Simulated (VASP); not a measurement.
# Mn (P6/mmm) in VASP: notebook, part 2 of 2

VASP 6.6.1.

**4. Single point, r2SCAN (11.33 Å³/atom)**

This run uses another cell than the first one, of 11.33 Å³/atom.

The input, POSCAR:

```
Mn
1.0
    3.9760153509      0.0000000000      0.0000000000
   -1.9880076754      3.4433302997      0.0000000000
    0.0000000000      0.0000000000      2.4819493165
Mn
3
Direct
    0.0000000000      0.0000000000      0.0000000000
    0.3333333333      0.6666666667      0.5000000000
    0.6666666667      0.3333333333      0.5000000000
```

The input, INCAR.step1:

```
SYSTEM = Mn
PREC = Accurate
ENCUT = 520
ISMEAR = -1
SIGMA = 0.1
LREAL = .FALSE.
LASPH = .TRUE.
NELM = 60
NBANDS = 26
GGA = PE
ALGO = Normal
EDIFF = 1E-4
LWAVE = .TRUE.
LCHARG = .FALSE.
```

The input, INCAR.step2:

```
SYSTEM = Mn
PREC = Accurate
ENCUT = 520
EDIFF = 1E-6
ISMEAR = -1
SIGMA = 0.1
LREAL = .FALSE.
LASPH = .TRUE.
NELM = 60
ALGO = Normal
ISIF = 2
LWAVE = .FALSE.
LCHARG = .FALSE.
METAGGA = R2SCAN
LMIXTAU = .TRUE.
NBANDS = 26
ISTART = 1
```

The input, KPOINTS:

```
Automatic mesh
0
G
  11 11 15
  0 0 0
```

Potentials or basis: VASP PAW PBE potentials, release 64 (Mn_pv).

Command:

```console
$ cat potpaw_PBE.64/Mn_pv/POTCAR > POTCAR
$ cp INCAR.step1 INCAR
$ mpirun -np 1 vasp_std > vasp.out
$ cp INCAR.step2 INCAR
$ mpirun -np 1 vasp_std > vasp.out
```

OUTCAR:

```text
SYSTEM = Mn
   PREC = Accurate
   ENCUT = 520
   EDIFF = 1E-6
   ISMEAR = -1
   LREAL = .FALSE.
   LASPH = .TRUE.
   NELM = 60
   ISIF = 2
   METAGGA = R2SCAN
   ISTART = 1

 ion  position               nearest neighbor table
   1  0.000  0.000  0.000-   2 2.61   3 2.61   2 2.61   3 2.61   2 2.61   2 2.61   3 2.61   3 2.61
                             3 2.61   3 2.61   2 2.61   2 2.61
   2  0.333  0.667  0.500-   3 2.30   3 2.30   3 2.30   1 2.61   1 2.61   1 2.61   1 2.61   1 2.61
                             1 2.61
   3  0.667  0.333  0.500-   2 2.30   2 2.30   2 2.30   1 2.61   1 2.61   1 2.61   1 2.61   1 2.61
                             1 2.61

  LATTYP: Found a hexagonal cell.
 ALAT       =     3.9760153509
 C/A-ratio  =     0.6242303154

  Lattice vectors:

 A1 = (   3.9760153509,   0.0000000000,   0.0000000000)
 A2 = (  -1.9880076754,   3.4433302997,   0.0000000000)
 A3 = (   0.0000000000,   0.0000000000,   2.4819493165)

Analysis of symmetry for initial positions (statically):
=====================================================================
 Subroutine PRICEL returns:
 Original cell was already a primitive cell.

 Routine SETGRP: Setting up the symmetry group for a
 hexagonal supercell.

 Subroutine GETGRP returns: Found 24 space group operations
 (whereof 24 operations were pure point group operations)
 out of a pool of 24 trial point group operations.

The static configuration has the point symmetry D_6h.

Analysis of symmetry for dynamics (positions and initial velocities):
=====================================================================
 Subroutine PRICEL returns:
 Original cell was already a primitive cell.

 Routine SETGRP: Setting up the symmetry group for a
 hexagonal supercell.

 Subroutine GETGRP returns: Found 24 space group operations
 (whereof 24 operations were pure point group operations)
 out of a pool of 24 trial point group operations.

The dynamic configuration has the point symmetry D_6h.

 Subroutine INISYM returns: Found 24 space group operations
 (whereof 24 operations are pure point group operations),
 and found     1 'primitive' translations

----------------------------------------------------------------------------------------

                                     Primitive cell

  volume of cell :      33.9797

  direct lattice vectors                    reciprocal lattice vectors
     3.976015351  0.000000000  0.000000000     0.251508083  0.145208260  0.000000000
    -1.988007675  3.443330300  0.000000000     0.000000000  0.290416519  0.000000000
     0.000000000  0.000000000  2.481949317     0.000000000  0.000000000  0.402909114

  length of vectors
     3.976015351  3.976015351  2.481949317     0.290416519  0.290416519  0.402909114

  position of ions in fractional coordinates (direct lattice)
     0.000000000  0.000000000  0.000000000
     0.333333333  0.666666667  0.500000000
     0.666666667  0.333333333  0.500000000

  ion indices of the primitive-cell ions
   primitive index   ion index
                 1           1
                 2           2
                 3           3

----------------------------------------------------------------------------------------

 KPOINTS: Automatic mesh

Automatic generation of k-mesh.
 Grid dimensions read from file:
 generate k-points for:   11   11   15

 Generating k-lattice:

  Cartesian coordinates                     Fractional coordinates (reciprocal lattice)
     0.022864371  0.013200751  0.000000000     0.090909091  0.000000000  0.000000000
     0.000000000  0.026401502  0.000000000     0.000000000  0.090909091  0.000000000
     0.000000000  0.000000000  0.026860608     0.000000000  0.000000000  0.066666667

  Length of vectors
     0.026401502  0.026401502  0.026860608

  Shift w.r.t. Gamma in fractional coordinates (k-lattice)
     0.000000000  0.000000000  0.000000000

 Subroutine IBZKPT returns following result:
 ===========================================

 Found    128 irreducible k-points:

 Following reciprocal coordinates:
            Coordinates               Weight
  0.000000  0.000000  0.000000      1.000000
  0.090909 -0.000000  0.000000      6.000000
  0.181818  0.000000  0.000000      6.000000
  0.272727  0.000000  0.000000      6.000000
  0.363636 -0.000000  0.000000      6.000000
  0.454545  0.000000  0.000000      6.000000
[... 16 lines left out ...]
  0.090909  0.090909  0.066667     12.000000
  0.181818  0.090909  0.066667     24.000000
 [... further k-points ...]
   k-points           NKPTS =    128   k-points in BZ     NKDIM =    128   number of bands    NBANDS=     26
   number of dos      NEDOS =    301   number of ions     NIONS =      3
   total plane-waves  NPLWV =  16200
   dimension x,y,z NGX =    30 NGY =   30 NGZ =   18
   dimension x,y,z NGXF=    60 NGYF=   60 NGZF=   36
   ions per type =               3
   NGX,Y,Z   is equivalent  to a cutoff of  12.54, 12.54, 12.06 a.u.
   NGXF,Y,Z  is equivalent  to a cutoff of  25.09, 25.09, 24.11 a.u.
 SYSTEM =  Mn
   PREC   = accura    normal or accurate (medium, high low for compatibility)
   ISTART =      1    job   : 0-new  1-cont  2-samecut
   ICHARG =      0    charge: 1-file 2-atom 10-const
   ISPIN  =      1    spin polarized calculation?
   LNONCOLLINEAR =      F non collinear calculations
   LSORBIT =      F    spin-orbit coupling
   LASPH  =      T    aspherical Exc in radial PAW
   ENCUT  =  520.0 eV  38.22 Ry    6.18 a.u.   7.39  7.39  4.61*2*pi/ulx,y,z
   NELM   =     60;   NELMIN=  2; NELMDL=  0     # of ELM steps
   EDIFF  = 0.1E-05   stopping-criterion for ELM
   LREAL  =      F    real-space projection
[... 7 lines left out ...]
   TEBEG  =    0.0;   TEEND  =   0.0 temperature during run
   PSTRESS=    0.0 pullay stress
   NELECT =      39.0000    total number of electrons
   NUPDOWN=      -1.0000    fix difference up-down
   EMIN   =  10.00;   EMAX   =-10.00  energy-range for DOS
   EFERMI =   0.00;   METHOD = LEGACY
   ISMEAR =    -1;   SIGMA  =   0.10  broadening in eV -4-tet -1-fermi 0-gaus
   EFERMI_NEDOS =   21; number of points for ismear=-14 and -15
   IALGO  =     38    algorithm
   IMIX   =      4    mixing-type and parameters
     AMIX     =   0.40;   BMIX     =  1.00
     AMIX_MAG =   1.60;   BMIX_MAG =  1.00
  volume/ion in A,a.u.               =      11.33        76.44
  Fermi-wavevector in a.u.,A,eV,Ry     =   1.714049  3.239082 39.973412  2.937963
  Thomas-Fermi vector in A             =   2.791679
   LORBIT       =      0    0 simple, 1 ext, 2 COOP (PROOUT), +10 PAW based schemes
   METAGGA = R2SCAN    functional components
   LHFCALC =     F    Hartree Fock is set to
   AEXX    =    0.0000 exact exchange contribution
   IVDW    =     0    specifies the selected vdW correction
   LEPSILON=     F    determine dielectric tensor
   LRPA    =     F    only Hartree local field effects (RPA)
 non-spin polarized calculation
  energy-cutoff  :      520.00
  volume of cell :       33.98
 maximum number of plane-waves:       945
 NGX is ok and might be reduce to    30
   NGX = 15   NGY = 15   NGZ =  9

 number of electron      38.9999924 magnetization

 Free energy of the ion-electron system (eV)
  ---------------------------------------------------
  ext. energy  EPLUGINS =         0.00000000
  ---------------------------------------------------
  free energy    TOTEN  =       -42.60211252 eV

  energy without entropy =      -42.47829149  energy(sigma->0) =      -42.54020200

 E-fermi :   9.6098     XC(G=0): -15.0252

 val. band max:        9.6088117851   @ k =   0.1818   0.0909   0.0667
 cond. band min:       9.6178134203   @ k =   0.4545   0.0909   0.0667
 fundamental gap:      0.0090016352
 Fermi energy:         9.6097562783

 k-point     1 :       0.0000    0.0000    0.0000
  band No.  band energies     occupation
      1     -40.3970      2.00000
      2     -40.3969      2.00000
      3     -40.0847      2.00000
      4     -40.0846      2.00000
      5     -39.9960      2.00000
      6     -39.8435      2.00000
[... 18 lines left out ...]
     25      11.5188      0.00000
     26      18.0840      0.00000

 k-point     2 :       0.0909   -0.0000    0.0000
  band No.  band energies     occupation
      1     -40.4106      2.00000
      2     -40.3983      2.00000
      3     -40.0674      2.00000
      4     -40.0642      2.00000
      5     -39.9922      2.00000
      6     -39.8457      2.00000
[... 18 lines left out ...]
     25      11.5045      0.00000
[... 608 lines left out ...]
     25      11.4399      0.00000
     26      15.5002      0.00000

 k-point    24 :       0.1818    0.0909    0.0667
  band No.  band energies     occupation
      1     -40.4553      2.00000
      2     -40.3851      2.00000
      3     -40.0021      2.00000
      4     -39.9852      2.00000
      5     -39.9644      2.00000
      6     -39.8749      2.00000
[... 18 lines left out ...]
     25      11.3870      0.00000
     26      14.0418      0.00000

 [... further k-points ...]
[... 5 lines left out ...]
  --------------------------------------------------------------------------------------
  -------------------------------------------------------------------------------------
  Total       -4.1507872     -4.1507872     -3.9372055     -0.0000000     -0.0000000     -0.0000000
  in kB     -195.7137809   -195.7137809   -185.6431892     -0.0000000     -0.0000000     -0.0000000
  external PRESSURE =    -192.3569170 kB  Pullay stress =       0.0000000 kB

 VOLUME and BASIS-vectors are now :
 -----------------------------------------------------------------------------
  energy-cutoff  :      520.00
  volume of cell :       33.98
      direct lattice vectors                 reciprocal lattice vectors
     3.976015351  0.000000000  0.000000000     0.251508083  0.145208260  0.000000000
    -1.988007675  3.443330300  0.000000000     0.000000000  0.290416519  0.000000000
     0.000000000  0.000000000  2.481949317     0.000000000  0.000000000  0.402909114

 POSITION                                       TOTAL-FORCE (eV/Angst)
 -----------------------------------------------------------------------------------
      0.00000      0.00000      0.00000        -0.000000      0.000000      0.000000
     -0.00000      2.29555      1.24097         0.000000      0.000000      0.000000
      1.98801      1.14778      1.24097         0.000000      0.000000      0.000000
 -----------------------------------------------------------------------------------
    total drift:                               -0.000000      0.000000      0.000000

  FREE ENERGIE OF THE ION-ELECTRON SYSTEM (eV)
  ---------------------------------------------------
  free  energy   TOTEN  =       -42.6021125162 eV

  energy  without entropy=      -42.4782914897  energy(sigma->0) =      -42.54020200
```

It took 10 min on 1 thread of Intel Xeon 8259CL, shared host; peak memory 0.21 GiB.

Results:

```
Free energy            : -42.6021 eV
Pressure               : -19.2 GPa
Band gap on the k mesh : zero (an odd number of electrons rules out a gap without spin polarisation)
```

Caveat: the cell stands under tension; the PAW data sets were made with another functional, which shifts forces and pressure a little; the run has no spin polarisation, though such a crystal can be magnetic.

**5. Overview**

```csv
cell,gap on the mesh (eV),pressure (GPa)
"a = 3.875, b = 3.875, c = 2.419 Å, angles 90.0, 90.0, 120.0°, 3 atoms",none,0.3
"a = 3.926, b = 3.926, c = 2.451 Å, angles 90.0, 90.0, 120.0°, 3 atoms",none,-10.5
"a = 3.976, b = 3.976, c = 2.482 Å, angles 90.0, 90.0, 120.0°, 3 atoms",none,-19.2
```

Alike in all rows: task single point; level r2SCAN; potentials or basis VASP PAW PBE potentials, release 64 (Mn_pv); no spin polarisation; k mesh 11 × 11 × 15; cutoff (eV) 520; smearing fermi-dirac 0.1 eV.

Caveats: the PAW data sets were made with another functional, which shifts forces and pressure a little; the run has no spin polarisation, though such a crystal can be magnetic; the cell stands under tension (at least some runs).

Absolute energies hang on the potentials; compare differences alone.
